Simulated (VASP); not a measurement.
# Ba2HfC2 (P4/mmm) in VASP: single point with PBE

Aim: the single point of Ba2HfC2 with PBE.

Program: VASP 6.6.1. These are calculated values, not measurements. Logs are shortened: lines on timing, memory, paths and dates and some standing lists are left out, and cuts for length are marked.

### Step 1. The cell of the first run

The structure is tetragonal, space group P4/mmm (No. 123). The conventional cell has a = 4.401 Å, b = 4.401 Å, c = 12.879 Å, α = 90.00°, β = 90.00°, γ = 90.00°. Within 2.9 Å of Ba (site symmetry 4mm) lie 1 C at 2.22 Å. Within 3.6 Å of Ba (site symmetry 4mm) lie 5 C at 2.56 to 3.12 Å and 1 Ba at 3.45 Å and 4 Hf at 3.56 Å. Hf (site symmetry 4/mmm) has 2 C at 1.96 Å within 2.6 Å. Within 2.8 Å of Hf (site symmetry 4/mmm) lie 2 C at 2.15 Å. C (site symmetry 4mm) has 1 Hf at 1.96 Å and 1 Ba at 2.22 Å within 2.6 Å. Within 2.8 Å of C (site symmetry 4mm) lie 1 Hf at 2.15 Å and 1 Ba at 2.56 Å.

### Step 2. Single point, PBE

Contents of INCAR:

```
SYSTEM = Ba2HfC2
PREC = Accurate
ENCUT = 520
EDIFF = 1E-7
ISMEAR = 0
SIGMA = 0.1
LREAL = .FALSE.
LASPH = .TRUE.
NELM = 80
ALGO = Fast
ISIF = 2
LWAVE = .FALSE.
LCHARG = .FALSE.
GGA = PE
NBANDS = 49
```

Contents of KPOINTS:

```
regular mesh
0
G
  4 4 2
  0 0 0
```

Contents of POSCAR:

```
Ba2HfC2
1.0
    4.4008076100      0.0000000000      0.0000000000
    0.0000000000      4.4008076100      0.0000000000
    0.0000000000      0.0000000000     12.8790220800
Ba Hf C
4 2 4
Direct
    0.0000000000      0.0000000000      0.6758665500
    0.5000000000      0.5000000000      0.1339907400
    0.0000000000      0.0000000000      0.3241334500
    0.5000000000      0.5000000000      0.8660092600
    0.0000000000      0.0000000000      0.0000000000
    0.5000000000      0.5000000000      0.5000000000
    0.0000000000      0.0000000000      0.8482021100
    0.5000000000      0.5000000000      0.3331162500
    0.0000000000      0.0000000000      0.1517978900
    0.5000000000      0.5000000000      0.6668837500
```

Potentials or basis: VASP PAW PBE potentials, release 64 (Ba_sv, Hf_pv, C).

Started as:

```console
> cat potpaw_PBE.64/Ba_sv/POTCAR potpaw_PBE.64/Hf_pv/POTCAR potpaw_PBE.64/C/POTCAR > POTCAR
> mpirun -np 1 vasp_std > vasp.out
```

OUTCAR:

```text
SYSTEM = Ba2HfC2
   PREC = Accurate
   ENCUT = 520
   EDIFF = 1E-7
   ISMEAR = 0
   LREAL = .FALSE.
   LASPH = .TRUE.
   NELM = 80
   ISIF = 2
   GGA = PE

 ion  position               nearest neighbor table
   1  0.000  0.000  0.676-   7 2.22  10 3.11  10 3.11  10 3.11  10 3.11   6 3.85   6 3.85   6 3.85
                             6 3.85   4 3.96   4 3.96   4 3.96   4 3.96   5 4.17   3 4.53
   2  0.500  0.500  0.134-   8 2.56   9 3.12   9 3.12   9 3.12   9 3.12   4 3.45   5 3.56   5 3.56
                             5 3.56   5 3.56   3 3.96   3 3.96   3 3.96   3 3.96
   3  0.000  0.000  0.324-   9 2.22   8 3.11   8 3.11   8 3.11   8 3.11   6 3.85   6 3.85   6 3.85
                             6 3.85   2 3.96   2 3.96   2 3.96   2 3.96   5 4.17   1 4.53
   4  0.500  0.500  0.866-  10 2.56   7 3.12   7 3.12   7 3.12   7 3.12   2 3.45   5 3.56   5 3.56
                             5 3.56   5 3.56   1 3.96   1 3.96   1 3.96   1 3.96
   5  0.000  0.000  0.000-   7 1.96   9 1.96   2 3.56   4 3.56   2 3.56   4 3.56   2 3.56   4 3.56
                             2 3.56   4 3.56   3 4.17   1 4.17
   6  0.500  0.500  0.500-   8 2.15  10 2.15   1 3.85   3 3.85   1 3.85   3 3.85   1 3.85   3 3.85
                             1 3.85   3 3.85
   7  0.000  0.000  0.848-   5 1.96   1 2.22   4 3.12   4 3.12   4 3.12   4 3.12
   8  0.500  0.500  0.333-   6 2.15   2 2.56   3 3.11   3 3.11   3 3.11   3 3.11
   9  0.000  0.000  0.152-   5 1.96   3 2.22   2 3.12   2 3.12   2 3.12   2 3.12
  10  0.500  0.500  0.667-   6 2.15   4 2.56   1 3.11   1 3.11   1 3.11   1 3.11

  LATTYP: Found a simple tetragonal cell.
 ALAT       =     4.4008076100
 C/A-ratio  =     2.9265133179

  Lattice vectors:

 A1 = (   4.4008076100,   0.0000000000,   0.0000000000)
 A2 = (   0.0000000000,   4.4008076100,   0.0000000000)
 A3 = (   0.0000000000,   0.0000000000,  12.8790220800)

Analysis of symmetry for initial positions (statically):
=====================================================================
 Subroutine PRICEL returns:
 Original cell was already a primitive cell.

 Routine SETGRP: Setting up the symmetry group for a
 simple tetragonal supercell.

 Subroutine GETGRP returns: Found 16 space group operations
 (whereof 16 operations were pure point group operations)
 out of a pool of 16 trial point group operations.

The static configuration has the point symmetry D_4h.

Analysis of symmetry for dynamics (positions and initial velocities):
=====================================================================
 Subroutine PRICEL returns:
 Original cell was already a primitive cell.

 Routine SETGRP: Setting up the symmetry group for a
 simple tetragonal supercell.

 Subroutine GETGRP returns: Found 16 space group operations
 (whereof 16 operations were pure point group operations)
 out of a pool of 16 trial point group operations.

The dynamic configuration has the point symmetry D_4h.

 Subroutine INISYM returns: Found 16 space group operations
 (whereof 16 operations are pure point group operations),
 and found     1 'primitive' translations

----------------------------------------------------------------------------------------

                                     Primitive cell

  volume of cell :     249.4294

  direct lattice vectors                    reciprocal lattice vectors
     4.400807610  0.000000000  0.000000000     0.227231020  0.000000000  0.000000000
     0.000000000  4.400807610  0.000000000     0.000000000  0.227231020  0.000000000
     0.000000000  0.000000000 12.879022080     0.000000000  0.000000000  0.077645647

  length of vectors
     4.400807610  4.400807610 12.879022080     0.227231020  0.227231020  0.077645647

  position of ions in fractional coordinates (direct lattice)
     0.000000000  0.000000000  0.675866550
     0.500000000  0.500000000  0.133990740
     0.000000000  0.000000000  0.324133450
     0.500000000  0.500000000  0.866009260
     0.000000000  0.000000000  0.000000000
     0.500000000  0.500000000  0.500000000
     0.000000000  0.000000000  0.848202110
     0.500000000  0.500000000  0.333116250
     0.000000000  0.000000000  0.151797890
     0.500000000  0.500000000  0.666883750

  ion indices of the primitive-cell ions
   primitive index   ion index
                 1           1
                 2           2
                 3           3
                 4           4
                 5           5
                 6           6
                 7           7
                 8           8
                 9           9
                10          10

----------------------------------------------------------------------------------------

 KPOINTS: regular mesh

Automatic generation of k-mesh.
 Grid dimensions read from file:
 generate k-points for:    4    4    2

 Generating k-lattice:

  Cartesian coordinates                     Fractional coordinates (reciprocal lattice)
     0.056807755  0.000000000  0.000000000     0.250000000  0.000000000  0.000000000
     0.000000000  0.056807755  0.000000000     0.000000000  0.250000000  0.000000000
     0.000000000  0.000000000  0.038822823     0.000000000  0.000000000  0.500000000

  Length of vectors
     0.056807755  0.056807755  0.038822823

  Shift w.r.t. Gamma in fractional coordinates (k-lattice)
     0.000000000  0.000000000  0.000000000

 Subroutine IBZKPT returns following result:
 ===========================================

 Found     12 irreducible k-points:

 Following reciprocal coordinates:
            Coordinates               Weight
  0.000000  0.000000  0.000000      1.000000
  0.250000  0.000000  0.000000      4.000000
  0.500000  0.000000  0.000000      2.000000
  0.250000  0.250000  0.000000      4.000000
  0.500000  0.250000  0.000000      4.000000
  0.500000  0.500000  0.000000      1.000000
  0.000000  0.000000  0.500000      1.000000
  0.250000  0.000000  0.500000      4.000000
  0.500000  0.000000  0.500000      2.000000
  0.250000  0.250000  0.500000      4.000000
  0.500000  0.250000  0.500000      4.000000
  0.500000  0.500000  0.500000      1.000000
   k-points           NKPTS =     12   k-points in BZ     NKDIM =     12   number of bands    NBANDS=     49
   number of dos      NEDOS =    301   number of ions     NIONS =     10
   total plane-waves  NPLWV = 124416
   dimension x,y,z NGX =    36 NGY =   36 NGZ =   96
   dimension x,y,z NGXF=    72 NGYF=   72 NGZF=  192
   ions per type =               4   2   4
   NGX,Y,Z   is equivalent  to a cutoff of  13.60, 13.60, 12.39 a.u.
   NGXF,Y,Z  is equivalent  to a cutoff of  27.20, 27.20, 24.78 a.u.
 SYSTEM =  Ba2HfC2
   PREC   = accura    normal or accurate (medium, high low for compatibility)
   ISTART =      0    job   : 0-new  1-cont  2-samecut
   ICHARG =      2    charge: 1-file 2-atom 10-const
   ISPIN  =      1    spin polarized calculation?
   LNONCOLLINEAR =      F non collinear calculations
   LSORBIT =      F    spin-orbit coupling
   LASPH  =      T    aspherical Exc in radial PAW
   ENCUT  =  520.0 eV  38.22 Ry    6.18 a.u.   8.18  8.18 23.95*2*pi/ulx,y,z
   NELM   =     80;   NELMIN=  2; NELMDL= -5     # of ELM steps
   EDIFF  = 0.1E-06   stopping-criterion for ELM
   LREAL  =      F    real-space projection
   EDIFFG = 0.1E-05   stopping-criterion for IOM
   NSW    =      0    number of steps for IOM
   IBRION =     -1    ionic relax: 0-MD 1-quasi-New 2-CG
   NFREE  =      0    steps in history (QN), initial steepest desc. (CG)
   ISIF   =      2    stress and relaxation
   ISYM   =      2    0-nonsym 1-usesym 2-fastsym
   POTIM  = 0.5000    time-step for ionic-motion
   TEBEG  =    0.0;   TEEND  =   0.0 temperature during run
   PSTRESS=    0.0 pullay stress
   NELECT =      76.0000    total number of electrons
   NUPDOWN=      -1.0000    fix difference up-down
   EMIN   =  10.00;   EMAX   =-10.00  energy-range for DOS
   EFERMI =   0.00;   METHOD = LEGACY
   ISMEAR =     0;   SIGMA  =   0.10  broadening in eV -4-tet -1-fermi 0-gaus
   EFERMI_NEDOS =   21; number of points for ismear=-14 and -15
   IALGO  =     68    algorithm
   IMIX   =      4    mixing-type and parameters
     AMIX     =   0.40;   BMIX     =  1.00
     AMIX_MAG =   1.60;   BMIX_MAG =  1.00
  volume/ion in A,a.u.               =      24.94       168.32
  Fermi-wavevector in a.u.,A,eV,Ry     =   1.101616  2.081752 16.511449  1.213557
  Thomas-Fermi vector in A             =   2.238046
   LORBIT       =      0    0 simple, 1 ext, 2 COOP (PROOUT), +10 PAW based schemes
   GGA     = PE    functional components
   LHFCALC =     F    Hartree Fock is set to
   AEXX    =    0.0000 exact exchange contribution
   IVDW    =     0    specifies the selected vdW correction
   LEPSILON=     F    determine dielectric tensor
   LRPA    =     F    only Hartree local field effects (RPA)
 non-spin polarized calculation
 RMM-DIIS sequential band-by-band and
 Gauss-broadening in eV      SIGMA  =   0.10
  energy-cutoff  :      520.00
  volume of cell :      249.43
 maximum number of plane-waves:      6763
 NGX is ok and might be reduce to    36
   NGX = 17   NGY = 17   NGZ = 47

 number of electron      76.0000006 magnetization

 Free energy of the ion-electron system (eV)
  ---------------------------------------------------
  ext. energy  EPLUGINS =         0.00000000
  ---------------------------------------------------
  free energy    TOTEN  =       -53.89136396 eV

  energy without entropy =      -53.85397878  energy(sigma->0) =      -53.87267137

 E-fermi :   2.5894     XC(G=0):  -9.4569

 val. band max:        2.5409642862   @ k =   0.2500   0.2500   0.5000
 cond. band min:       2.5924422061   @ k =   0.0000   0.0000   0.5000
 fundamental gap:      0.0514779199
 Fermi energy:         2.5893566471

 k-point     1 :       0.0000    0.0000    0.0000
  band No.  band energies     occupation
      1     -28.4245      2.00000
      2     -28.4245      2.00000
      3     -27.8839      2.00000
      4     -27.8839      2.00000
      5     -27.8415      2.00000
      6     -27.7527      2.00000
[... 41 lines left out ...]
     48       5.6986      0.00000
     49       5.9558      0.00000

 k-point     2 :       0.2500    0.0000    0.0000
  band No.  band energies     occupation
      1     -28.4295      2.00000
      2     -28.4241      2.00000
      3     -27.8917      2.00000
      4     -27.8832      2.00000
      5     -27.8407      2.00000
      6     -27.7508      2.00000
[... 41 lines left out ...]
     48       5.6849      0.00000
     49       6.4969      0.00000

 k-point     3 :       0.5000    0.0000    0.0000
  band No.  band energies     occupation
      1     -28.4346      2.00000
      2     -28.4238      2.00000
      3     -27.8996      2.00000
      4     -27.8826      2.00000
      5     -27.8400      2.00000
      6     -27.7489      2.00000
[... 41 lines left out ...]
     48       6.7117      0.00000
     49       7.3717      0.00000

 k-point     4 :       0.2500    0.2500    0.0000
  band No.  band energies     occupation
      1     -28.4292      2.00000
      2     -28.4289      2.00000
      3     -27.8911      2.00000
      4     -27.8893      2.00000
      5     -27.8401      2.00000
      6     -27.7495      2.00000
[... 353 lines left out ...]
     48       6.3972      0.00000
     49       6.4833      0.00000

 k-point    11 :       0.5000    0.2500    0.5000
  band No.  band energies     occupation
      1     -28.4340      2.00000
      2     -28.4286      2.00000
      3     -27.8972      2.00000
      4     -27.8887      2.00000
      5     -27.8395      2.00000
      6     -27.7482      2.00000
[... 41 lines left out ...]
     48       6.2774      0.00000
     49       6.5895      0.00000

 k-point    12 :       0.5000    0.5000    0.5000
  band No.  band energies     occupation
      1     -28.4334      2.00000
      2     -28.4334      2.00000
      3     -27.8948      2.00000
      4     -27.8948      2.00000
      5     -27.8390      2.00000
      6     -27.7475      2.00000
[... 41 lines left out ...]
     48       6.2085      0.00000
     49       6.3414      0.00000

------------------------ aborting loop because EDIFF is reached ----------------------------------------

  FORCE on cell =-STRESS in cart. coord.  units (eV):
  Direction    XX          YY          ZZ          XY          YZ          ZX
  --------------------------------------------------------------------------------------
  -------------------------------------------------------------------------------------
  Total        4.1674229      4.1674229     21.9194264      0.0000000     -0.0000000      0.0000000
  in kB       26.7688985     26.7688985    140.7965829      0.0000000     -0.0000000      0.0000000
  external PRESSURE =      64.7781266 kB  Pullay stress =       0.0000000 kB

 VOLUME and BASIS-vectors are now :
 -----------------------------------------------------------------------------
  energy-cutoff  :      520.00
  volume of cell :      249.43
      direct lattice vectors                 reciprocal lattice vectors
     4.400807610  0.000000000  0.000000000     0.227231020  0.000000000  0.000000000
     0.000000000  4.400807610  0.000000000     0.000000000  0.227231020  0.000000000
     0.000000000  0.000000000 12.879022080     0.000000000  0.000000000  0.077645647

 POSITION                                       TOTAL-FORCE (eV/Angst)
 -----------------------------------------------------------------------------------
      0.00000      0.00000      8.70450         0.000000     -0.000000     -3.598679
      2.20040      2.20040      1.72567        -0.000000      0.000000      0.867274
      0.00000      0.00000      4.17452        -0.000000      0.000000      3.598679
      2.20040      2.20040     11.15335        -0.000000     -0.000000     -0.867274
      0.00000      0.00000      0.00000        -0.000000      0.000000      0.000000
      2.20040      2.20040      6.43951        -0.000000      0.000000      0.000000
      0.00000      0.00000     10.92401         0.000000     -0.000000      2.919160
      2.20040      2.20040      4.29021        -0.000000     -0.000000      2.286370
      0.00000      0.00000      1.95501        -0.000000      0.000000     -2.919160
      2.20040      2.20040      8.58881        -0.000000      0.000000     -2.286370
 -----------------------------------------------------------------------------------
    total drift:                                0.000000      0.000000      0.000000

  FREE ENERGIE OF THE ION-ELECTRON SYSTEM (eV)
  ---------------------------------------------------
  free  energy   TOTEN  =       -53.8913639568 eV

  energy  without entropy=      -53.8539787830  energy(sigma->0) =      -53.87267137
```

Run time: 6.4 min. Hardware: 1 thread of Oxide Virtual Turin-like, shared host; peak memory 0.39 GiB.

What came out:

```yaml
Free_energy: -53.8914 eV
Pressure: 6.5 GPa
Largest_force: 3.599 eV/Å
Band_gap_on_the_k_mesh: zero (bands 38 and 39 overlap by 0.60 eV)
```

Forces in eV/Å, atoms in the order of the input:
```
Ba   0.000  0.000 -3.599
Ba   0.000  0.000  0.867
Ba   0.000  0.000  3.599
Ba   0.000  0.000 -0.867
Hf   0.000  0.000  0.000
Hf   0.000  0.000  0.000
C    0.000  0.000  2.919
C    0.000  0.000  2.286
C    0.000  0.000 -2.919
C    0.000  0.000 -2.286
```

Stress tensor (GPa, compression positive):
```
 2.68  0.00  0.00
 0.00  2.68  0.00
 0.00  0.00 14.08
```

Levels at points of the mesh, in eV from the Fermi level:
```csv
k point,band 35,band 36,band 37,band 38,band 39,band 40,band 41,band 42
"(0.00, 0.00, 0.00)",-0.52,-0.21,-0.21,0.04,0.38,0.38,0.45,1.11
"(0.50, 0.00, 0.00)",-1.19,-1.06,-0.67,-0.66,0.36,0.89,1.09,1.30
"(0.50, 0.50, 0.00)",-0.17,-0.17,0.48,0.48,0.65,0.72,0.99,1.07
"(0.00, 0.00, 0.50)",-0.62,-0.13,-0.13,0.00,0.34,0.44,0.44,1.17
"(0.50, 0.00, 0.50)",-1.16,-1.04,-0.58,-0.55,-0.12,0.33,0.78,1.24
"(0.50, 0.50, 0.50)",-0.20,-0.15,-0.13,-0.13,0.46,0.46,0.85,1.19
```

Caveat: the stress differs along the axes, from 3 to 14 GPa; spin-orbit coupling is left out, which moves the levels of the heavy elements; forces of over 1 eV/Å act on the atoms, so gaps and moduli don't describe the material at rest.

The gap in the log of VASP goes by the Fermi energy; the results here count the filled bands.